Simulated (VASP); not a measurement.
# AlN (CsCl type) (Pm-3m) in VASP: further runs, part 2 of 2

VASP 6.6.1.

## Step 5: Single point, PBE

This run uses another cell than the first one, of 8.94 Å³/atom, 1.250 times its volume.

The input, INCAR:

```
PREC = Accurate ; ENCUT = 520
EDIFF = 1E-7 ; ISMEAR = -1
SIGMA = 0.1 ; LREAL = F
LASPH = T ; NELM = 60
ALGO = Normal ; ISIF = 2
LWAVE = F ; LCHARG = F
GGA = PE ; NBANDS = 11
```

The input, KPOINTS:

```
regular mesh
0
Gamma
  15 15 15
```

The input, POSCAR:

```
AlN
1.0
    2.6144642393      0.0000000000      0.0000000000
    0.0000000000      2.6144642393      0.0000000000
    0.0000000000      0.0000000000      2.6144642393
Al N
1 1
Direct
    0.0000000000      0.0000000000      0.0000000000
    0.5000000000      0.5000000000      0.5000000000
```

Potentials or basis: VASP PAW PBE potentials, release 64 (Al, N).

On the command line:

```bash
$ cat potpaw_PBE.64/Al/POTCAR potpaw_PBE.64/N/POTCAR > POTCAR
$ mpirun -np 1 vasp_std > vasp.out
```

OUTCAR:

```text
PREC = Accurate
   ENCUT = 520
   EDIFF = 1E-7
   ISMEAR = -1
   LREAL = F
   LASPH = T
   NELM = 60
   ISIF = 2
   GGA = PE

 ion  position               nearest neighbor table
   1  0.000  0.000  0.000-   2 2.26   2 2.26   2 2.26   2 2.26   2 2.26   2 2.26   2 2.26   2 2.26

   2  0.500  0.500  0.500-   1 2.26   1 2.26   1 2.26   1 2.26   1 2.26   1 2.26   1 2.26   1 2.26

  LATTYP: Found a simple cubic cell.
 ALAT       =     2.6144642393

  Lattice vectors:

 A1 = (   2.6144642393,   0.0000000000,   0.0000000000)
 A2 = (   0.0000000000,   2.6144642393,   0.0000000000)
 A3 = (   0.0000000000,   0.0000000000,   2.6144642393)

Analysis of symmetry for initial positions (statically):
=====================================================================
 Subroutine PRICEL returns:
 Original cell was already a primitive cell.

 Routine SETGRP: Setting up the symmetry group for a
 simple cubic supercell.

 Subroutine GETGRP returns: Found 48 space group operations
 (whereof 48 operations were pure point group operations)
 out of a pool of 48 trial point group operations.

The static configuration has the point symmetry O_h .

Analysis of symmetry for dynamics (positions and initial velocities):
=====================================================================
 Subroutine PRICEL returns:
 Original cell was already a primitive cell.

 Routine SETGRP: Setting up the symmetry group for a
 simple cubic supercell.

 Subroutine GETGRP returns: Found 48 space group operations
 (whereof 48 operations were pure point group operations)
 out of a pool of 48 trial point group operations.

The dynamic configuration has the point symmetry O_h .

 Subroutine INISYM returns: Found 48 space group operations
 (whereof 48 operations are pure point group operations),
 and found     1 'primitive' translations

----------------------------------------------------------------------------------------

                                     Primitive cell

  volume of cell :      17.8710

  direct lattice vectors                    reciprocal lattice vectors
     2.614464239  0.000000000  0.000000000     0.382487542  0.000000000  0.000000000
     0.000000000  2.614464239  0.000000000     0.000000000  0.382487542  0.000000000
     0.000000000  0.000000000  2.614464239     0.000000000  0.000000000  0.382487542

  length of vectors
     2.614464239  2.614464239  2.614464239     0.382487542  0.382487542  0.382487542

  position of ions in fractional coordinates (direct lattice)
     0.000000000  0.000000000  0.000000000
     0.500000000  0.500000000  0.500000000

  ion indices of the primitive-cell ions
   primitive index   ion index
                 1           1
                 2           2

----------------------------------------------------------------------------------------

 KPOINTS: regular mesh

Automatic generation of k-mesh.
 Grid dimensions read from file:
 generate k-points for:   15   15   15

 Generating k-lattice:

  Cartesian coordinates                     Fractional coordinates (reciprocal lattice)
     0.025499169  0.000000000  0.000000000     0.066666667  0.000000000  0.000000000
     0.000000000  0.025499169  0.000000000     0.000000000  0.066666667  0.000000000
     0.000000000  0.000000000  0.025499169     0.000000000  0.000000000  0.066666667

  Length of vectors
     0.025499169  0.025499169  0.025499169

  Shift w.r.t. Gamma in fractional coordinates (k-lattice)
     0.000000000  0.000000000  0.000000000

 Subroutine IBZKPT returns following result:
 ===========================================

 Found    120 irreducible k-points:

 Following reciprocal coordinates:
            Coordinates               Weight
  0.000000  0.000000  0.000000      1.000000
  0.066667  0.000000  0.000000      6.000000
  0.133333  0.000000  0.000000      6.000000
  0.200000  0.000000  0.000000      6.000000
  0.266667  0.000000  0.000000      6.000000
  0.333333  0.000000  0.000000      6.000000
[... 16 lines left out ...]
  0.266667  0.200000  0.000000     24.000000
  0.333333  0.200000  0.000000     24.000000
 [... further k-points ...]
   k-points           NKPTS =    120   k-points in BZ     NKDIM =    120   number of bands    NBANDS=     11
   number of dos      NEDOS =    301   number of ions     NIONS =      2
   total plane-waves  NPLWV =   8000
   dimension x,y,z NGX =    20 NGY =   20 NGZ =   20
   dimension x,y,z NGXF=    40 NGYF=   40 NGZF=   40
   ions per type =               1   1
   NGX,Y,Z   is equivalent  to a cutoff of  12.72, 12.72, 12.72 a.u.
   NGXF,Y,Z  is equivalent  to a cutoff of  25.43, 25.43, 25.43 a.u.
 SYSTEM =  unknown system
   PREC   = accura    normal or accurate (medium, high low for compatibility)
   ISTART =      0    job   : 0-new  1-cont  2-samecut
   ICHARG =      2    charge: 1-file 2-atom 10-const
   ISPIN  =      1    spin polarized calculation?
   LNONCOLLINEAR =      F non collinear calculations
   LSORBIT =      F    spin-orbit coupling
   LASPH  =      T    aspherical Exc in radial PAW
   ENCUT  =  520.0 eV  38.22 Ry    6.18 a.u.   4.86  4.86  4.86*2*pi/ulx,y,z
   NELM   =     60;   NELMIN=  2; NELMDL= -5     # of ELM steps
   EDIFF  = 0.1E-06   stopping-criterion for ELM
   LREAL  =      F    real-space projection
   EDIFFG = 0.1E-05   stopping-criterion for IOM
   NSW    =      0    number of steps for IOM
   IBRION =     -1    ionic relax: 0-MD 1-quasi-New 2-CG
   NFREE  =      0    steps in history (QN), initial steepest desc. (CG)
   ISIF   =      2    stress and relaxation
   ISYM   =      2    0-nonsym 1-usesym 2-fastsym
   POTIM  = 0.5000    time-step for ionic-motion
   TEBEG  =    0.0;   TEEND  =   0.0 temperature during run
   PSTRESS=    0.0 pullay stress
   NELECT =       8.0000    total number of electrons
   NUPDOWN=      -1.0000    fix difference up-down
   EMIN   =  10.00;   EMAX   =-10.00  energy-range for DOS
   EFERMI =   0.00;   METHOD = LEGACY
   ISMEAR =    -1;   SIGMA  =   0.10  broadening in eV -4-tet -1-fermi 0-gaus
   EFERMI_NEDOS =   21; number of points for ismear=-14 and -15
   IALGO  =     38    algorithm
   IMIX   =      4    mixing-type and parameters
     AMIX     =   0.40;   BMIX     =  1.00
     AMIX_MAG =   1.60;   BMIX_MAG =  1.00
  volume/ion in A,a.u.               =       8.94        60.30
  Fermi-wavevector in a.u.,A,eV,Ry     =   1.252340  2.366579 21.338759  1.568355
  Thomas-Fermi vector in A             =   2.386245
   LORBIT       =      0    0 simple, 1 ext, 2 COOP (PROOUT), +10 PAW based schemes
   GGA     = PE    functional components
   LHFCALC =     F    Hartree Fock is set to
   AEXX    =    0.0000 exact exchange contribution
   IVDW    =     0    specifies the selected vdW correction
   LEPSILON=     F    determine dielectric tensor
   LRPA    =     F    only Hartree local field effects (RPA)
 non-spin polarized calculation
  energy-cutoff  :      520.00
  volume of cell :       17.87
 maximum number of plane-waves:       493
 NGX is ok and might be reduce to    20
   NGX =  9   NGY =  9   NGZ =  9

 number of electron       7.9999998 magnetization

 Free energy of the ion-electron system (eV)
  ---------------------------------------------------
  ext. energy  EPLUGINS =         0.00000000
  ---------------------------------------------------
  free energy    TOTEN  =       -11.44255944 eV

  energy without entropy =      -11.42551152  energy(sigma->0) =      -11.43403548

 E-fermi :  10.6282     XC(G=0): -12.0740

 val. band max:       10.6225978565   @ k =   0.4000   0.4000   0.0667
 cond. band min:      10.6457421218   @ k =   0.4667   0.4667   0.2667
 fundamental gap:      0.0231442653
 Fermi energy:        10.6282374884

 k-point     1 :       0.0000    0.0000    0.0000
  band No.  band energies     occupation
      1      -7.5381      2.00000
      2       9.1285      2.00000
      3       9.1285      2.00000
      4       9.1285      2.00000
      5      11.3942      0.00094
      6      16.9957      0.00000
      7      16.9957      0.00000
      8      26.2026      0.00000
      9      26.2026      0.00000
     10      26.2026      0.00000
     11      33.5289      0.00000
[... 309 lines left out ...]
 k-point    24 :       0.3333    0.2000    0.0000
  band No.  band energies     occupation
      1      -5.2975      2.00000
      2       3.0359      2.00000
      3       6.7626      2.00000
      4      10.1910      1.97507
      5      15.3594      0.00000
      6      16.4849      0.00000
      7      19.7609      0.00000
      8      23.8879      0.00000
      9      25.1563      0.00000
     10      27.3180      0.00000
     11      28.6444      0.00000

 [... further k-points ...]
[... 5 lines left out ...]
  --------------------------------------------------------------------------------------
  -------------------------------------------------------------------------------------
  Total       -0.0107526     -0.0107526     -0.0107526      0.0000000     -0.0000000      0.0000000
  in kB       -0.9640014     -0.9640014     -0.9640014      0.0000000     -0.0000000      0.0000000
  external PRESSURE =      -0.9640014 kB  Pullay stress =       0.0000000 kB

 VOLUME and BASIS-vectors are now :
 -----------------------------------------------------------------------------
  energy-cutoff  :      520.00
  volume of cell :       17.87
      direct lattice vectors                 reciprocal lattice vectors
     2.614464239  0.000000000  0.000000000     0.382487542  0.000000000  0.000000000
     0.000000000  2.614464239  0.000000000     0.000000000  0.382487542  0.000000000
     0.000000000  0.000000000  2.614464239     0.000000000  0.000000000  0.382487542

 POSITION                                       TOTAL-FORCE (eV/Angst)
 -----------------------------------------------------------------------------------
      0.00000      0.00000      0.00000         0.000000      0.000000      0.000000
      1.30723      1.30723      1.30723         0.000000      0.000000      0.000000
 -----------------------------------------------------------------------------------
    total drift:                                0.000000      0.000000      0.000000

  FREE ENERGIE OF THE ION-ELECTRON SYSTEM (eV)
  ---------------------------------------------------
  free  energy   TOTEN  =       -11.4425594395 eV

  energy  without entropy=      -11.4255115204  energy(sigma->0) =      -11.43403548
```

stdout:

```text
POSCAR found type information on POSCAR AlN
 POSCAR found :  2 types and       2 ions
 scaLAPACK will be used
 LDA part: xc-table for (Slater+PW92), standard interpolation
 POSCAR, INCAR and KPOINTS ok, starting setup
 FFT: planning ... GRIDC
 FFT: planning ... GRID_SOFT
 FFT: planning ... GRID
 WAVECAR not read
 entering main loop
```

It took 13 s on 1 thread of AMD EPYC 7R13 (Zen 3), shared host; peak memory 0.1 GiB.

Results:

- Free energy: -11.4426 eV
- Pressure: -0.1 GPa
- Band gap on the k mesh: zero (band 4 reaches 10.88 eV, above the bottom of band 5 at 10.08 eV)

## Step 6: Single point, PBE

This run uses another cell than the first one, of 8.94 Å³/atom, 1.250 times its volume.

The input, INCAR:

```
SYSTEM = AlN
PREC = Accurate
ENCUT = 520
EDIFF = 1E-6
ISMEAR = -1
SIGMA = 0.1
LREAL = .FALSE.
LASPH = .TRUE.
NELM = 100
ALGO = Normal
ISIF = 2
LWAVE = .FALSE.
LCHARG = .TRUE.
GGA = PE
LELF = .TRUE.
LVHAR = .TRUE.
NBANDS = 11
```

The input, KPOINTS:

```
Automatic mesh
0
G
  15 15 15
  0 0 0
```

POSCAR is that of step 5.

Potentials or basis: VASP PAW PBE potentials, release 64 (Al, N).

On the command line:

```bash
$ cat potpaw_PBE.64/Al/POTCAR potpaw_PBE.64/N/POTCAR > POTCAR
$ mpirun -np 1 vasp_std > vasp.out
```

OUTCAR:

```text
SYSTEM = AlN
   PREC = Accurate
   ENCUT = 520
   EDIFF = 1E-6
   ISMEAR = -1
   LREAL = .FALSE.
   LASPH = .TRUE.
   NELM = 100
   ISIF = 2
   GGA = PE

 ion  position               nearest neighbor table
   1  0.000  0.000  0.000-   2 2.26   2 2.26   2 2.26   2 2.26   2 2.26   2 2.26   2 2.26   2 2.26

   2  0.500  0.500  0.500-   1 2.26   1 2.26   1 2.26   1 2.26   1 2.26   1 2.26   1 2.26   1 2.26

  LATTYP: Found a simple cubic cell.
 ALAT       =     2.6144642393

  Lattice vectors:

 A1 = (   2.6144642393,   0.0000000000,   0.0000000000)
 A2 = (   0.0000000000,   2.6144642393,   0.0000000000)
 A3 = (   0.0000000000,   0.0000000000,   2.6144642393)

Analysis of symmetry for initial positions (statically):
=====================================================================
 Subroutine PRICEL returns:
 Original cell was already a primitive cell.

 Routine SETGRP: Setting up the symmetry group for a
 simple cubic supercell.

 Subroutine GETGRP returns: Found 48 space group operations
 (whereof 48 operations were pure point group operations)
 out of a pool of 48 trial point group operations.

The static configuration has the point symmetry O_h .

[... 164 lines left out ...]
 fundamental gap:      0.0232555158
 Fermi energy:        10.6281768339

 k-point     1 :       0.0000    0.0000    0.0000
  band No.  band energies     occupation
      1      -7.5382      2.00000
      2       9.1284      2.00000
      3       9.1284      2.00000
      4       9.1284      2.00000
      5      11.3942      0.00094
      6      16.9957      0.00000
      7      16.9957      0.00000
      8      26.2027      0.00000
      9      26.2027      0.00000
     10      26.2027      0.00000
     11      33.5289      0.00000
[... 309 lines left out ...]
 k-point    24 :       0.3333    0.2000    0.0000
  band No.  band energies     occupation
      1      -5.2976      2.00000
      2       3.0359      2.00000
      3       6.7625      2.00000
      4      10.1909      1.97508
      5      15.3594      0.00000
      6      16.4849      0.00000
      7      19.7608      0.00000
      8      23.8879      0.00000
      9      25.1562      0.00000
     10      27.3181      0.00000
     11      28.6444      0.00000

 [... further k-points ...]
[... 5 lines left out ...]
  --------------------------------------------------------------------------------------
  -------------------------------------------------------------------------------------
  Total       -0.0106224     -0.0106224     -0.0106224     -0.0000000     -0.0000000      0.0000000
  in kB       -0.9523291     -0.9523291     -0.9523291     -0.0000000     -0.0000000      0.0000000
  external PRESSURE =      -0.9523291 kB  Pullay stress =       0.0000000 kB

 VOLUME and BASIS-vectors are now :
 -----------------------------------------------------------------------------
  energy-cutoff  :      520.00
  volume of cell :       17.87
      direct lattice vectors                 reciprocal lattice vectors
     2.614464239  0.000000000  0.000000000     0.382487542  0.000000000  0.000000000
     0.000000000  2.614464239  0.000000000     0.000000000  0.382487542  0.000000000
     0.000000000  0.000000000  2.614464239     0.000000000  0.000000000  0.382487542

 POSITION                                       TOTAL-FORCE (eV/Angst)
 -----------------------------------------------------------------------------------
      0.00000      0.00000      0.00000         0.000000      0.000000      0.000000
      1.30723      1.30723      1.30723         0.000000      0.000000      0.000000
 -----------------------------------------------------------------------------------
    total drift:                                0.000000      0.000000      0.000000

  FREE ENERGIE OF THE ION-ELECTRON SYSTEM (eV)
  ---------------------------------------------------
  free  energy   TOTEN  =       -11.4425594867 eV

  energy  without entropy=      -11.4255122660  energy(sigma->0) =      -11.43403588
```

Wall time 14 s (1 thread of AMD EPYC 7R13 (Zen 3), shared host); peak memory 0.1 GiB.

Results:

```yaml
Free_energy: -11.4426 eV
Pressure: -0.1 GPa
Band_gap_on_the_k_mesh: zero (band 4 reaches 10.88 eV, above the bottom of band 5 at 10.08 eV)
```

Levels at points of the mesh, in eV from the Fermi level:
```
           k point  band 1  band 2  band 3  band 4  band 5  band 6  band 7  band 8  band 9
(0.00, 0.00, 0.00)  -18.17   -1.50   -1.50   -1.50    0.77    6.37    6.37   15.57   15.57
```

## Step 7: Overview

```csv
cell,gap on the mesh (eV),pressure (GPa)
"a = 2.427 Å, 2 atoms",none,67.2
"a = 2.505 Å, 2 atoms",none,31.6
"a = 2.561 Å, 2 atoms",none,13.3
"a = 2.614 Å, 2 atoms",none,-0.1
```

Alike in all rows: task single point; level PBE; potentials or basis VASP PAW PBE potentials, release 64 (Al, N); no spin polarisation; k mesh 15 × 15 × 15; cutoff (eV) 520; smearing fermi-dirac 0.1 eV.

Absolute energies hang on the potentials; compare differences alone.
